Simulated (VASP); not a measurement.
A run of VASP 6.6.1 is set up as follows.

The input INCAR:

```
PREC = Accurate
ENCUT = 520
EDIFF = 1E-6
ISMEAR = -1
SIGMA = 0.1
LREAL = F
LASPH = T
NELM = 80
ALGO = Normal
ISIF = 2
LWAVE = F
LCHARG = F
GGA = B5
ALDAX = 1.0
AGGAX = 1.0
AGGAC = 1.0
ALDAC = 0.0
NBANDS = 13
```

File KPOINTS:

```
Automatic mesh
0
Gamma
  13 13 13
```

Contents of POSCAR:

```
W
1.0
    2.5611787472      0.0000000000      0.0000000000
    0.0000000000      2.5611787472      0.0000000000
    0.0000000000      0.0000000000      2.5611787472
W
1
Direct
    0.0000000000      0.0000000000      0.0000000000
```

Potentials or basis: VASP PAW PBE potentials, release 64 (W_sv).

The run is started by

```console
$ cat potpaw_PBE.64/W_sv/POTCAR > POTCAR
$ mpirun -np 1 vasp_std > vasp.out
```

(1) What does it give for the band gap on the k mesh?

(2) Estimate the pressure.

## Answers

(1) zero (band 7 reaches 13.05 eV, above the bottom of band 8 at 10.23 eV).

(2) 33.7 GPa.

Caveat: the PAW data sets were made with another functional, which shifts forces and pressure a little; spin-orbit coupling is left out, which moves the levels of the heavy elements.
